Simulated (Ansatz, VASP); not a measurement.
**MnHg in VASP and in Ansatz**

Contents of INCAR:

```
SYSTEM = MnHg
PREC     = Accurate       ! precision mode
ENCUT    = 520            ! plane-wave cutoff, eV
EDIFF    = 1E-7           ! SCF threshold, eV
ISMEAR   = -1             ! smearing method
SIGMA    = 0.1            ! smearing width, eV
LREAL    = .False.        ! projectors in reciprocal space
LASPH    = .True.         ! aspherical terms in the spheres
NELM     = 100            ! most SCF steps
ALGO     = Normal         ! electronic algorithm
ISIF     = 2              ! what is computed and relaxed
LWAVE    = .False.        ! write WAVECAR
LCHARG   = .False.        ! write CHGCAR
GGA      = PE             ! functional
NBANDS   = 20             ! bands
```

KPOINTS

```
regular mesh
0
Gamma
  10 10 10
  0 0 0
```

Contents of POSCAR:

```
MnHg
1.0
    3.4220085827      0.0000000000      0.0000000000
    0.0000000000      3.4220085827      0.0000000000
    0.0000000000      0.0000000000      3.4220085827
Mn Hg
1 1
Direct
    0.5000000000      0.5000000000      0.5000000000
    0.0000000000      0.0000000000      0.0000000000
```

Input for Ansatz:

```yaml
crystal:
  lattice:
    - [3.4220085827, 0.0, 0.0]
    - [0.0, 3.4220085827, 0.0]
    - [0.0, 0.0, 3.4220085827]
  atoms:
    - { symbol: Mn, position: [0.5, 0.5, 0.5] }
    - { symbol: Hg, position: [0.0, 0.0, 0.0] }
kpoints:
  mp_grid: { grid: [10, 10, 10] }
scf:
  occupations: { method: fermi_dirac, width: 0.1 }
  lower_state_search: "off"
hamiltonian:
  xc: pbe
  pseudopotentials: { kind: paw }
output:
  forces: true
  stress: true
  eigenvalues: true
```

Change from the starting cell: volume scaled by 1.1, no spin polarisation, PAW files.

Alike in both runs: task single point; functional PBE; k mesh 10 × 10 × 10; occupations fermi-dirac, width 0.1 eV; no spin polarisation.

|  | VASP | Ansatz |
| --- | --- | --- |
| version | VASP 6.6.1 | Ansatz 0.2.0 |
| potentials or method | VASP PAW PBE potentials, release 64 (Mn_pv, Hg) | PAW with Ansatz's default frozen-core files, scalar-relativistic |
| plane-wave cutoff (eV) | 520 | 420 |
| valence electrons in the cell | 25 | 35 |

|  | VASP | Ansatz | Ansatz less VASP |
| --- | --- | --- | --- |
| pressure (GPa) | -17.7 | -18.1 | -0.43 |

VASP's potentials hold 25 valence electrons a cell and Ansatz's 35, so a difference there can come from the potentials and not from the codes.

Neither program's run includes spin-orbit coupling.
